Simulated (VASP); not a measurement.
# Li in VASP: single point with PBE

Aim: the single point of Li with PBE.

Everything below comes from runs of VASP 6.6.1. Logs are shortened: lines on timing, memory, paths and dates and some standing lists are left out, and cuts for length are marked.

**1. The cell of the first run**

The cell holds a wire with vacuum, 4 atoms: a = 11.900 Å, b = 9.300 Å, c = 6.021 Å, α = 90.00°, β = 90.00°, γ = 90.00°.

**2. Single point, PBE, collinear spin, ferromagnetic start**

Contents of INCAR:

```
PREC = Accurate ; ENCUT = 520
EDIFF = 1E-6 ; ISMEAR = 0
SIGMA = 0.05 ; LREAL = False
LASPH = True ; NELM = 150
ALGO = Normal ; ISIF = 2
LWAVE = False ; LCHARG = False
ISPIN = 2 ; MAGMOM = 0.5 0.5 0.5 0.5
LORBIT = 11 ; GGA = PE
NBANDS = 18
```

Contents of KPOINTS:

```
Automatic mesh
0
Gamma
  1 1 12
```

Contents of POSCAR:

```
Li
1.0
   11.9000000000      0.0000000000      0.0000000000
    0.0000000000      9.3000000000      0.0000000000
    0.0000000000      0.0000000000      6.0207542077
Li
4
Direct
    0.3862252062      0.5000000000      0.0000000000
    0.3862252062      0.5000000000      0.5000000000
    0.6137747938      0.5000000000      0.0000000000
    0.6137747938      0.5000000000      0.5000000000
```

Potentials or basis: VASP PAW PBE potentials, release 64 (Li_sv).

Launch:

```
> cat potpaw_PBE.64/Li_sv/POTCAR > POTCAR
> mpirun -np 1 vasp_std > vasp.out
```

OUTCAR:

```text
PREC = Accurate
   ENCUT = 520
   EDIFF = 1E-6
   ISMEAR = 0
   LREAL = False
   LASPH = True
   NELM = 150
   ISIF = 2
   ISPIN = 2
   LORBIT = 11
   GGA = PE

 ion  position               nearest neighbor table
   1  0.386  0.500  0.000-
   2  0.386  0.500  0.500-
   3  0.614  0.500  0.000-
   4  0.614  0.500  0.500-

  LATTYP: Found a simple orthorhombic cell.
 ALAT       =     6.0207542077
 B/A-ratio  =     1.5446569780
 C/A-ratio  =     1.9764965633

  Lattice vectors:

 A1 = (   0.0000000000,   0.0000000000,  -6.0207542077)
 A2 = (   0.0000000000,   9.3000000000,   0.0000000000)
 A3 = (  11.9000000000,   0.0000000000,   0.0000000000)

Analysis of symmetry for initial positions (statically):
=====================================================================
 Subroutine PRICEL returns following result:

  LATTYP: Found a simple orthorhombic cell.
 ALAT       =     3.0103771038
 B/A-ratio  =     3.0893139561
 C/A-ratio  =     3.9529931266
[... 12 lines left out ...]
 Subroutine GETGRP returns: Found  8 space group operations
 (whereof  8 operations were pure point group operations)
 out of a pool of  8 trial point group operations.

The static configuration has the point symmetry D_2h.

Analysis of symmetry for dynamics (positions and initial velocities):
=====================================================================
 Subroutine PRICEL returns following result:

  LATTYP: Found a simple orthorhombic cell.
 ALAT       =     3.0103771038
 B/A-ratio  =     3.0893139561
 C/A-ratio  =     3.9529931266
[... 12 lines left out ...]
 Subroutine GETGRP returns: Found  8 space group operations
 (whereof  8 operations were pure point group operations)
 out of a pool of  8 trial point group operations.

The dynamic configuration has the point symmetry D_2h.

Analysis of structural, dynamic, and magnetic symmetry:
=====================================================================
 Subroutine PRICEL returns following result:

  LATTYP: Found a simple orthorhombic cell.
 ALAT       =     3.0103771038
 B/A-ratio  =     3.0893139561
 C/A-ratio  =     3.9529931266
[... 12 lines left out ...]
 Subroutine GETGRP returns: Found  8 space group operations
 (whereof  8 operations were pure point group operations)
 out of a pool of  8 trial point group operations.

The overall configuration has the point symmetry D_2h.

 Subroutine INISYM returns: Found  8 space group operations
 (whereof  8 operations are pure point group operations),
 and found     2 'primitive' translations

----------------------------------------------------------------------------------------

                                     Primitive cell

  volume of cell :     333.1584

  direct lattice vectors                    reciprocal lattice vectors
     0.000000000  0.000000000 -3.010377104     0.000000000  0.000000000 -0.332184296
     0.000000000  9.300000000  0.000000000     0.000000000  0.107526882  0.000000000
    11.900000000  0.000000000  0.000000000     0.084033613  0.000000000  0.000000000

  length of vectors
     3.010377104  9.300000000 11.900000000     0.332184296  0.107526882  0.084033613

  position of ions in fractional coordinates (direct lattice)
     0.000000000  0.500000000  0.386225206
     0.000000000  0.500000000  0.613774794

  ion indices of the primitive-cell ions
   primitive index   ion index
                 1           1
                 2           3

----------------------------------------------------------------------------------------

 KPOINTS: Automatic mesh

Automatic generation of k-mesh.
 Grid dimensions read from file:
 generate k-points for:    1    1   12

 Generating k-lattice:

  Cartesian coordinates                     Fractional coordinates (reciprocal lattice)
     0.084033613  0.000000000  0.000000000     1.000000000  0.000000000  0.000000000
     0.000000000  0.107526882  0.000000000     0.000000000  1.000000000  0.000000000
     0.000000000  0.000000000  0.013841012     0.000000000  0.000000000  0.083333333

  Length of vectors
     0.084033613  0.107526882  0.013841012

  Shift w.r.t. Gamma in fractional coordinates (k-lattice)
     0.000000000  0.000000000  0.000000000

 Subroutine IBZKPT returns following result:
 ===========================================

 Found      7 irreducible k-points:

 Following reciprocal coordinates:
            Coordinates               Weight
  0.000000  0.000000  0.000000      1.000000
  0.000000  0.000000  0.083333      2.000000
  0.000000  0.000000  0.166667      2.000000
  0.000000  0.000000  0.250000      2.000000
  0.000000  0.000000  0.333333      2.000000
  0.000000  0.000000  0.416667      2.000000
  0.000000  0.000000  0.500000      1.000000
   k-points           NKPTS =      7   k-points in BZ     NKDIM =      7   number of bands    NBANDS=     18
   number of dos      NEDOS =    301   number of ions     NIONS =      4
   total plane-waves  NPLWV = 302400
   dimension x,y,z NGX =    90 NGY =   70 NGZ =   48
   dimension x,y,z NGXF=   180 NGYF=  140 NGZF=   96
   ions per type =               4
   NGX,Y,Z   is equivalent  to a cutoff of  12.57, 12.51, 13.25 a.u.
   NGXF,Y,Z  is equivalent  to a cutoff of  25.15, 25.03, 26.51 a.u.
 SYSTEM =  unknown system
   PREC   = accura    normal or accurate (medium, high low for compatibility)
   ISTART =      0    job   : 0-new  1-cont  2-samecut
   ICHARG =      2    charge: 1-file 2-atom 10-const
   ISPIN  =      2    spin polarized calculation?
   LNONCOLLINEAR =      F non collinear calculations
   LSORBIT =      F    spin-orbit coupling
   LASPH  =      T    aspherical Exc in radial PAW
   ENCUT  =  520.0 eV  38.22 Ry    6.18 a.u.  22.13 17.29 11.19*2*pi/ulx,y,z
   NELM   =    150;   NELMIN=  2; NELMDL= -5     # of ELM steps
   EDIFF  = 0.1E-05   stopping-criterion for ELM
   LREAL  =      F    real-space projection
   EDIFFG = 0.1E-04   stopping-criterion for IOM
   NSW    =      0    number of steps for IOM
   IBRION =     -1    ionic relax: 0-MD 1-quasi-New 2-CG
   NFREE  =      0    steps in history (QN), initial steepest desc. (CG)
   ISIF   =      2    stress and relaxation
   ISYM   =      2    0-nonsym 1-usesym 2-fastsym
   POTIM  = 0.5000    time-step for ionic-motion
   TEBEG  =    0.0;   TEEND  =   0.0 temperature during run
   PSTRESS=    0.0 pullay stress
   NELECT =      12.0000    total number of electrons
   NUPDOWN=      -1.0000    fix difference up-down
   EMIN   =  10.00;   EMAX   =-10.00  energy-range for DOS
   EFERMI =   0.00;   METHOD = LEGACY
   ISMEAR =     0;   SIGMA  =   0.05  broadening in eV -4-tet -1-fermi 0-gaus
   EFERMI_NEDOS =   21; number of points for ismear=-14 and -15
   IALGO  =     38    algorithm
   IMIX   =      4    mixing-type and parameters
     AMIX     =   0.40;   BMIX     =  1.00
     AMIX_MAG =   1.60;   BMIX_MAG =  1.00
  volume/ion in A,a.u.               =     166.58      1124.13
  Fermi-wavevector in a.u.,A,eV,Ry     =   0.429116  0.810912  2.505387  0.184141
  Thomas-Fermi vector in A             =   1.396823
   LORBIT       =     11    0 simple, 1 ext, 2 COOP (PROOUT), +10 PAW based schemes
   GGA     = PE    functional components
   LHFCALC =     F    Hartree Fock is set to
   AEXX    =    0.0000 exact exchange contribution
   IVDW    =     0    specifies the selected vdW correction
   LEPSILON=     F    determine dielectric tensor
   LRPA    =     F    only Hartree local field effects (RPA)
 spin polarized calculation
 Gauss-broadening in eV      SIGMA  =   0.05
  energy-cutoff  :      520.00
  volume of cell :      666.32
 maximum number of plane-waves:     17953
 NGX is ok and might be reduce to    90
   NGX = 45   NGY = 35   NGZ = 23

 number of electron      12.0000021 magnetization       0.8358579

 Free energy of the ion-electron system (eV)
  ---------------------------------------------------
  ext. energy  EPLUGINS =         0.00000000
  ---------------------------------------------------
  free energy    TOTEN  =        -4.37991467 eV

  energy without entropy =       -4.37620835  energy(sigma->0) =       -4.37806151

 E-fermi :  -2.2494     XC(G=0):  -2.2234

 val. band max:       -2.3363426948   @ k =   0.0000   0.0000   0.2500
 cond. band min:      -2.2359293669   @ k =   0.0000   0.0000   0.4167
 fundamental gap:      0.1004133279
 Fermi energy:        -2.2493900494

 spin component 1

 k-point     1 :       0.0000    0.0000    0.0000
  band No.  band energies     occupation
      1     -50.1397      1.00000
      2     -50.1326      1.00000
      3     -50.1292      1.00000
      4     -50.1224      1.00000
      5      -4.0898      1.00000
      6      -2.8061      1.00000
[... 123 lines left out ...]
      4     -50.1258      1.00000
      5      -3.3385      1.00000
      6      -3.3385      1.00000
[... 10 lines left out ...]
     17       1.7638      0.00000
     18       1.7638      0.00000
 Fermi energy:        -2.2493900494

 spin component 2

 k-point     1 :       0.0000    0.0000    0.0000
  band No.  band energies     occupation
      1     -50.0944      1.00000
      2     -50.0874      1.00000
      3     -50.0836      1.00000
      4     -50.0770      1.00000
      5      -4.0071      1.00000
      6      -2.0397      0.00000
[... 124 lines left out ...]
      5      -3.2288      1.00000
      6      -3.2288      1.00000
[... 10 lines left out ...]
     17       2.0495      0.00000
     18       2.0495      0.00000

------------------------ aborting loop because EDIFF is reached ----------------------------------------

  FORCE on cell =-STRESS in cart. coord.  units (eV):
  Direction    XX          YY          ZZ          XY          YZ          ZX
  --------------------------------------------------------------------------------------
  -------------------------------------------------------------------------------------
  Total        0.0674425     -0.2603219     -0.0162385      0.0000000      0.0000000      0.0000000
  in kB        0.1621673     -0.6259513     -0.0390459      0.0000000      0.0000000      0.0000000
  external PRESSURE =      -0.1676100 kB  Pullay stress =       0.0000000 kB

 VOLUME and BASIS-vectors are now :
 -----------------------------------------------------------------------------
  energy-cutoff  :      520.00
  volume of cell :      666.32
      direct lattice vectors                 reciprocal lattice vectors
    11.900000000  0.000000000  0.000000000     0.084033613  0.000000000  0.000000000
     0.000000000  9.300000000  0.000000000     0.000000000  0.107526882  0.000000000
     0.000000000  0.000000000  6.020754208     0.000000000  0.000000000  0.166092148

 POSITION                                       TOTAL-FORCE (eV/Angst)
 -----------------------------------------------------------------------------------
      4.59608      4.65000      0.00000        -0.002719     -0.000000      0.000000
      4.59608      4.65000      3.01038        -0.002719     -0.000000      0.000000
      7.30392      4.65000      0.00000         0.002719      0.000000     -0.000000
      7.30392      4.65000      3.01038         0.002719      0.000000     -0.000000
 -----------------------------------------------------------------------------------
    total drift:                                0.000000      0.000000      0.000000

  FREE ENERGIE OF THE ION-ELECTRON SYSTEM (eV)
  ---------------------------------------------------
  free  energy   TOTEN  =        -4.3799146677 eV

  energy  without entropy=       -4.3762083460  energy(sigma->0) =       -4.37806151

 total charge

# of ion       s       p       d       tot
------------------------------------------
    1        2.036   0.021   0.000   2.057
    2        2.036   0.021   0.000   2.057
    3        2.036   0.021   0.000   2.057
    4        2.036   0.021   0.000   2.057
--------------------------------------------------
tot          8.145   0.084   0.000   8.229

 magnetization (x)

# of ion       s       p       d       tot
------------------------------------------
    1        0.010   0.002   0.000   0.012
    2        0.010   0.002   0.000   0.012
    3        0.010   0.002   0.000   0.012
    4        0.010   0.002   0.000   0.012
--------------------------------------------------
tot          0.040   0.010   0.000   0.049
```

Run time: 7.3 min. Hardware: 1 thread of Oxide Virtual Turin-like, shared host; peak memory 0.84 GiB.

What came out:

| Property | Result |
| --- | --- |
| Free energy | -4.3799 eV |
| Net moment | 0.84 μB per cell |
| Valence electrons inside the program's atomic spheres | Li 2.06 |

Forces on the atoms (eV/Å):
```
Li  -0.003  0.000  0.000
Li  -0.003  0.000  0.000
Li   0.003  0.000  0.000
Li   0.003  0.000  0.000
```

Levels at points of the mesh, in eV from the Fermi level:
Spin up:
```
           k point  band 3  band 4  band 5  band 6  band 7  band 8  band 9  band 10
(0.00, 0.00, 0.00)  -47.88  -47.87   -1.84   -0.56    0.35    0.57    0.58     1.84
(0.00, 0.00, 0.50)  -47.88  -47.88   -1.09   -1.09    0.26    0.26    1.58     1.58
```
Spin down:
| k point | band 3 | band 4 | band 5 | band 6 | band 7 | band 8 | band 9 | band 10 |
| --- | --- | --- | --- | --- | --- | --- | --- | --- |
| (0.00, 0.00, 0.00) | -47.83 | -47.83 | -1.76 | 0.21 | 0.61 | 0.71 | 1.11 | 2.46 |
| (0.00, 0.00, 0.50) | -47.83 | -47.83 | -0.98 | -0.98 | 1.00 | 1.00 | 1.72 | 1.72 |

Caveat: the cutoff is under 1.25 times the usual one of these potentials, so pressure, stress and relaxed cells hold a basis-set (Pulay) error.
